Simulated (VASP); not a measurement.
**KCl: single point with PBEsol**

KCl:

```
K Cl
1.0
     3.04111    0.00000    0.00000
     0.00000    3.04111    0.00000
     0.00000    0.00000    3.04111
K Cl
1 1
Direct
  0.00000 0.00000 0.00000
  0.50000 0.50000 0.50000
```

```json
{
  "Program": "VASP 6.6.1",
  "Task": "single point",
  "Functional": "PBEsol",
  "Potentials or basis": "VASP PAW PBE potentials, release 64 (K_sv, Cl)",
  "Cutoff": "500 eV",
  "k mesh": "6 × 6 × 6",
  "Occupations": "gaussian, width 0.1 eV",
  "Spin": "no spin polarisation",
  "Dipole correction": "no",
  "Further INCAR settings": "ALGO = Normal; EDIFF = 1e-06; NBANDS = 15"
}
```

- Pressure: 62.5 GPa
- Band gap on the k mesh: 4.25 eV (least direct gap 4.34 eV)

Levels at points of the mesh, in eV from the valence-band top:
```tsv
k point	band 6	band 7	band 8	band 9	band 10	band 11
(0.00, 0.00, 0.00)	-0.09	-0.09	-0.09	4.25	4.25	9.94
(0.50, 0.00, 0.00)	-4.44	-0.93	-0.93	6.97	9.20	12.03
(0.50, 0.50, 0.00)	-2.07	-2.07	0.00	5.60	7.66	8.38
(0.50, 0.50, 0.50)	-4.30	-4.30	-4.30	11.42	11.42	11.42
```

Run time: 4.8 s on 1 thread of Intel(R) Xeon(R) 6975P-C (Granite Rapids), on a shared host, peak memory 0.13 GiB.

Caveat: the cell stands under pressure; the PAW data sets were made with another functional, which shifts forces and pressure a little. A k mesh can miss the band edges.
